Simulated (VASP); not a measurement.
# BN (F-43m) in VASP: a series of runs, part 2 of 2

VASP 6.6.1. The steps go on from the part before.

## Step 4: Single point, PBE

This run uses another cell than the first one, of 5.91 Å³/atom.

INCAR reads:

```
PREC     = Accurate       # precision mode
ENCUT    = 600            # plane-wave cutoff, eV
EDIFF    = 1E-6           # SCF threshold, eV
ISMEAR   = 0              # smearing method
SIGMA    = 0.05           # smearing width, eV
LREAL    = F              # projectors in reciprocal space
LASPH    = T              # aspherical terms in the spheres
NELM     = 120            # most SCF steps
ALGO     = Normal         # electronic algorithm
ISIF     = 2              # what is computed and relaxed
LWAVE    = F              # write WAVECAR
LCHARG   = F              # write CHGCAR
GGA      = PE             # functional
NBANDS   = 11             # bands
GGA_COMPAT= F
```

KPOINTS reads:

```
Automatic mesh
0
Gamma
  12 12 12
```

POSCAR reads:

```
BN
1.0
    0.0000000000      1.8074995743      1.8074995743
    1.8074995743      0.0000000000      1.8074995743
    1.8074995743      1.8074995743      0.0000000000
B N
1 1
Direct
    0.0000000000      0.0000000000      0.0000000000
    0.7500000000      0.7500000000      0.7500000000
```

Potentials or basis: VASP PAW PBE potentials, release 64 (B, N).

Launch:

```sh
> cat potpaw_PBE.64/B/POTCAR potpaw_PBE.64/N/POTCAR > POTCAR
> mpirun -np 1 vasp_std > vasp.out
```

OUTCAR:

```text
PREC = Accurate
   ENCUT = 600
   EDIFF = 1E-6
   ISMEAR = 0
   LREAL = F
   LASPH = T
   NELM = 120
   ISIF = 2
   GGA = PE

 ion  position               nearest neighbor table
   1  0.000  0.000  0.000-   2 1.57   2 1.57   2 1.57   2 1.57
   2  0.750  0.750  0.750-   1 1.57   1 1.57   1 1.57   1 1.57

  LATTYP: Found a face centered cubic cell.
 ALAT       =     3.6149991486

  Lattice vectors:

 A1 = (   0.0000000000,   1.8074995743,   1.8074995743)
 A2 = (   1.8074995743,   0.0000000000,   1.8074995743)
 A3 = (   1.8074995743,   1.8074995743,   0.0000000000)

Analysis of symmetry for initial positions (statically):
=====================================================================
 Subroutine PRICEL returns:
 Original cell was already a primitive cell.

 Routine SETGRP: Setting up the symmetry group for a
 face centered cubic supercell.

 Subroutine GETGRP returns: Found 24 space group operations
 (whereof 24 operations were pure point group operations)
 out of a pool of 48 trial point group operations.

The static configuration has the point symmetry T_d .

Analysis of symmetry for dynamics (positions and initial velocities):
=====================================================================
 Subroutine PRICEL returns:
 Original cell was already a primitive cell.

 Routine SETGRP: Setting up the symmetry group for a
 face centered cubic supercell.

 Subroutine GETGRP returns: Found 24 space group operations
 (whereof 24 operations were pure point group operations)
 out of a pool of 48 trial point group operations.

The dynamic configuration has the point symmetry T_d .

 Subroutine INISYM returns: Found 24 space group operations
 (whereof 24 operations are pure point group operations),
 and found     1 'primitive' translations

----------------------------------------------------------------------------------------

                                     Primitive cell

  volume of cell :      11.8104

  direct lattice vectors                    reciprocal lattice vectors
     0.000000000  1.807499574  1.807499574    -0.276625238  0.276625238  0.276625238
     1.807499574  0.000000000  1.807499574     0.276625238 -0.276625238  0.276625238
     1.807499574  1.807499574  0.000000000     0.276625238  0.276625238 -0.276625238

  length of vectors
     2.556190412  2.556190412  2.556190412     0.479128967  0.479128967  0.479128967

  position of ions in fractional coordinates (direct lattice)
     0.000000000  0.000000000  0.000000000
     0.750000000  0.750000000  0.750000000

  ion indices of the primitive-cell ions
   primitive index   ion index
                 1           1
                 2           2

----------------------------------------------------------------------------------------

 KPOINTS: Automatic mesh

Automatic generation of k-mesh.
 Grid dimensions read from file:
 generate k-points for:   12   12   12

 Generating k-lattice:

  Cartesian coordinates                     Fractional coordinates (reciprocal lattice)
    -0.023052103  0.023052103  0.023052103     0.083333333  0.000000000  0.000000000
     0.023052103 -0.023052103  0.023052103     0.000000000  0.083333333  0.000000000
     0.023052103  0.023052103 -0.023052103     0.000000000  0.000000000  0.083333333

  Length of vectors
     0.039927414  0.039927414  0.039927414

  Shift w.r.t. Gamma in fractional coordinates (k-lattice)
     0.000000000  0.000000000  0.000000000

 Subroutine IBZKPT returns following result:
 ===========================================

 Found     72 irreducible k-points:

 Following reciprocal coordinates:
            Coordinates               Weight
  0.000000  0.000000  0.000000      1.000000
  0.083333  0.000000  0.000000      8.000000
  0.166667  0.000000  0.000000      8.000000
  0.250000  0.000000  0.000000      8.000000
  0.333333  0.000000  0.000000      8.000000
  0.416667  0.000000  0.000000      8.000000
[... 16 lines left out ...]
  0.500000  0.166667  0.000000     24.000000
 -0.416667  0.166667  0.000000     24.000000
 [... further k-points ...]
   k-points           NKPTS =     72   k-points in BZ     NKDIM =     72   number of bands    NBANDS=     11
   number of dos      NEDOS =    301   number of ions     NIONS =      2
   total plane-waves  NPLWV =   8000
   dimension x,y,z NGX =    20 NGY =   20 NGZ =   20
   dimension x,y,z NGXF=    40 NGYF=   40 NGZF=   40
   ions per type =               1   1
   NGX,Y,Z   is equivalent  to a cutoff of  13.01, 13.01, 13.01 a.u.
   NGXF,Y,Z  is equivalent  to a cutoff of  26.01, 26.01, 26.01 a.u.
 SYSTEM =  unknown system
   PREC   = accura    normal or accurate (medium, high low for compatibility)
   ISTART =      0    job   : 0-new  1-cont  2-samecut
   ICHARG =      2    charge: 1-file 2-atom 10-const
   ISPIN  =      1    spin polarized calculation?
   LNONCOLLINEAR =      F non collinear calculations
   LSORBIT =      F    spin-orbit coupling
   LASPH  =      T    aspherical Exc in radial PAW
   ENCUT  =  600.0 eV  44.10 Ry    6.64 a.u.   5.11  5.11  5.11*2*pi/ulx,y,z
   NELM   =    120;   NELMIN=  2; NELMDL= -5     # of ELM steps
   EDIFF  = 0.1E-05   stopping-criterion for ELM
   LREAL  =      F    real-space projection
   EDIFFG = 0.1E-04   stopping-criterion for IOM
   NSW    =      0    number of steps for IOM
   IBRION =     -1    ionic relax: 0-MD 1-quasi-New 2-CG
   NFREE  =      0    steps in history (QN), initial steepest desc. (CG)
   ISIF   =      2    stress and relaxation
   ISYM   =      2    0-nonsym 1-usesym 2-fastsym
   POTIM  = 0.5000    time-step for ionic-motion
   TEBEG  =    0.0;   TEEND  =   0.0 temperature during run
   PSTRESS=    0.0 pullay stress
   NELECT =       8.0000    total number of electrons
   NUPDOWN=      -1.0000    fix difference up-down
   EMIN   =  10.00;   EMAX   =-10.00  energy-range for DOS
   EFERMI =   0.00;   METHOD = LEGACY
   ISMEAR =     0;   SIGMA  =   0.05  broadening in eV -4-tet -1-fermi 0-gaus
   EFERMI_NEDOS =   21; number of points for ismear=-14 and -15
   IALGO  =     38    algorithm
   IMIX   =      4    mixing-type and parameters
     AMIX     =   0.40;   BMIX     =  1.00
     AMIX_MAG =   1.60;   BMIX_MAG =  1.00
  volume/ion in A,a.u.               =       5.91        39.85
  Fermi-wavevector in a.u.,A,eV,Ry     =   1.437750  2.716953 28.124933  2.067124
  Thomas-Fermi vector in A             =   2.556793
   LORBIT       =      0    0 simple, 1 ext, 2 COOP (PROOUT), +10 PAW based schemes
   GGA     = PE    functional components
   LHFCALC =     F    Hartree Fock is set to
   AEXX    =    0.0000 exact exchange contribution
   IVDW    =     0    specifies the selected vdW correction
   LEPSILON=     F    determine dielectric tensor
   LRPA    =     F    only Hartree local field effects (RPA)
 non-spin polarized calculation
 Gauss-broadening in eV      SIGMA  =   0.05
  energy-cutoff  :      600.00
  volume of cell :       11.81
 maximum number of plane-waves:       411
   NGX = 11   NGY = 11   NGZ = 11

 number of electron       7.9999999 magnetization

 Free energy of the ion-electron system (eV)
  ---------------------------------------------------
  ext. energy  EPLUGINS =         0.00000000
  ---------------------------------------------------
  free energy    TOTEN  =       -17.45341764 eV

  energy without entropy =      -17.45341764  energy(sigma->0) =      -17.45341764

 E-fermi :   7.6917     XC(G=0): -12.8222

 val. band max:        7.4024907812   @ k =   0.0000   0.0000   0.0000
 cond. band min:      11.8620120587   @ k =   0.5000   0.5000   0.0000
 fundamental gap:      4.4595212775
 Fermi energy:         7.6917038979

 k-point     1 :       0.0000    0.0000    0.0000
  band No.  band energies     occupation
      1     -12.8283      2.00000
      2       7.4025      2.00000
      3       7.4025      2.00000
      4       7.4025      2.00000
      5      16.2223      0.00000
      6      16.2223      0.00000
      7      16.2223      0.00000
      8      17.7526      0.00000
      9      32.1550      0.00000
     10      35.1689      0.00000
     11      35.1689      0.00000
[... 309 lines left out ...]
 k-point    24 :      -0.4167    0.1667    0.0000
  band No.  band energies     occupation
      1      -8.2482      2.00000
      2      -2.5949      2.00000
      3       3.2796      2.00000
      4       4.8355      2.00000
      5      16.7162      0.00000
      6      19.6091      0.00000
      7      19.6457      0.00000
      8      23.0927      0.00000
      9      28.4564      0.00000
     10      32.7530      0.00000
     11      34.0824      0.00000

 [... further k-points ...]
[... 5 lines left out ...]
  --------------------------------------------------------------------------------------
  -------------------------------------------------------------------------------------
  Total        0.2226175      0.2226175      0.2226175      0.0000000     -0.0000000      0.0000000
  in kB       30.1998879     30.1998879     30.1998879      0.0000000     -0.0000000      0.0000000
  external PRESSURE =      30.1998879 kB  Pullay stress =       0.0000000 kB

 VOLUME and BASIS-vectors are now :
 -----------------------------------------------------------------------------
  energy-cutoff  :      600.00
  volume of cell :       11.81
      direct lattice vectors                 reciprocal lattice vectors
     0.000000000  1.807499574  1.807499574    -0.276625238  0.276625238  0.276625238
     1.807499574  0.000000000  1.807499574     0.276625238 -0.276625238  0.276625238
     1.807499574  1.807499574  0.000000000     0.276625238  0.276625238 -0.276625238

 POSITION                                       TOTAL-FORCE (eV/Angst)
 -----------------------------------------------------------------------------------
      0.00000      0.00000      0.00000         0.000000      0.000000      0.000000
      2.71125      2.71125      2.71125        -0.000000     -0.000000     -0.000000
 -----------------------------------------------------------------------------------
    total drift:                               -0.000000     -0.000000     -0.000000

  FREE ENERGIE OF THE ION-ELECTRON SYSTEM (eV)
  ---------------------------------------------------
  free  energy   TOTEN  =       -17.4534176446 eV

  energy  without entropy=      -17.4534176446  energy(sigma->0) =      -17.45341764
```

It took 13 s on 1 thread of Intel Xeon 8259CL, shared host; peak memory 0.13 GiB.

Results:

```yaml
Free_energy: -17.4534 eV
Pressure: 3.0 GPa
Band_gap_on_the_k_mesh: 4.46 eV (least direct gap 8.82 eV)
```

Caveat: the cell stands under pressure.

## Step 5: Overview

| level | cell | gap on the mesh (eV) | pressure (GPa) |
| --- | --- | --- | --- |
| PBE+D3(BJ) | a = 2.567 Å, angles 60.0°, 2 atoms | 4.45 | -7.3 |
| PBE+D3(BJ) | a = 2.516 Å, angles 60.0°, 2 atoms | 4.51 | 16.9 |
| PBE | a = 2.556 Å, angles 60.0°, 2 atoms | 4.46 | 3.0 |

Alike in all rows: task single point; potentials or basis VASP PAW PBE potentials, release 64 (B, N); no spin polarisation; k mesh 12 × 12 × 12; cutoff (eV) 600; smearing gaussian 0.05 eV.

Caveats: the cell stands under pressure (at least some runs); the cell stands under tension (at least some runs).

Absolute energies hang on the potentials; compare differences alone.
